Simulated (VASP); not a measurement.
A run of VASP 6.6.1 is set up as follows.

Contents of INCAR:

```
SYSTEM = Al2BN3
PREC = Accurate
ENCUT = 600
EDIFF = 1E-6
ISMEAR = 0
SIGMA = 0.1
LREAL = .False.
LASPH = .True.
NELM = 60
ALGO = Normal
ISIF = 3
LWAVE = .False.
LCHARG = .False.
GGA = PE
IBRION = 2
NSW = 90
EDIFFG = -0.04
```

KPOINTS

```
Automatic mesh
0
Gamma
  6 6 2
  0 0 0
```

POSCAR

```
Al2BN3
1.0
    2.9677189417      0.0000000000      0.0000000000
   -1.4838594709      2.5701199948      0.0000000000
    0.0000000000      0.0000000000     14.4053098506
Al B N
4 2 6
Direct
    0.6666666667      0.3333333333      0.6649361141
    0.3333333333      0.6666666667      0.1648081405
    0.3333333333      0.6666666667      0.4858969892
    0.3333333333      0.6666666667      0.8438202065
    0.6666666667      0.3333333333      0.0129905625
    0.6666666667      0.3333333333      0.3340022440
    0.6666666667      0.3333333333      0.1184862840
    0.6666666667      0.3333333333      0.4395069256
    0.6666666667      0.3333333333      0.7956021959
    0.3333333333      0.6666666667      0.2971651424
    0.3333333333      0.6666666667      0.6165579175
    0.3333333333      0.6666666667      0.9762272777
```

Potentials or basis: VASP PAW PBE potentials, release 64 (Al, B, N).

Run with:

```sh
$ cat potpaw_PBE.64/Al/POTCAR potpaw_PBE.64/B/POTCAR potpaw_PBE.64/N/POTCAR > POTCAR
$ mpirun -np 1 vasp_std > vasp.out
```

(1) What does it give for the band gap on the k mesh?

Results:

(1) 4.32 eV.

Caveat: the relaxation stopped at its first step, so nothing moved.
